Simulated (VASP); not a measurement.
A run of VASP 6.6.1 is set up as follows.

File INCAR:

```
SYSTEM = TePb
  ALGO = Normal
  EDIFF = 1E-8
  ENCUT = 600
  GGA = CA
  IBRION = 6
  ISIF = 3
  ISMEAR = -1
  LASPH = .True.
  LCHARG = .False.
  LREAL = .False.
  LWAVE = .False.
  NBANDS = 17
  NELM = 60
  NFREE = 2
  NSW = 1
  POTIM = 0.015
  PREC = Accurate
  SIGMA = 0.05
```

File KPOINTS:

```
k-points
0
Gamma
  5 5 5
  0 0 0
```

Contents of POSCAR:

```
TePb
1.0
    4.0022870000      0.0000000000      0.0000000000
    0.0000000000      4.0022870000      0.0000000000
    0.0000000000      0.0000000000      4.0022870000
Pb Te
1 1
Direct
    0.0000000000      0.0000000000      0.0000000000
    0.5000000000      0.5000000000      0.5000000000
```

Potentials or basis: VASP PAW LDA potentials, release 64 (Pb_d, Te).

Command:

```bash
$ cat potpaw_LDA.64/Pb_d/POTCAR potpaw_LDA.64/Te/POTCAR > POTCAR
$ mpirun -np 1 vasp_std > vasp.out
```

**Question.** Predict the elastic constants C11, C12, C44.

**Answer.** 35, 39, 16 GPa.

**Question.** Predict the Voigt bulk modulus.

**Answer.** 38 GPa.

**Question.** What does it give for the highest phonon frequency at Γ, LO-TO splitting left out?

**Answer.** 0 cm⁻¹.

Clamped-ion elastic tensor (GPa):
```
35 39 39  0  0  0
39 35 39  0  0  0
39 39 35  0  0  0
 0  0  0 16  0  0
 0  0  0  0 16  0
 0  0  0  0  0 16
```

Caveat: the cell is under stress, which shifts elastic constants; some modes are imaginary; the elastic tensor has a negative eigenvalue, so either the cell is unstable as it stands or the mesh is too thin.
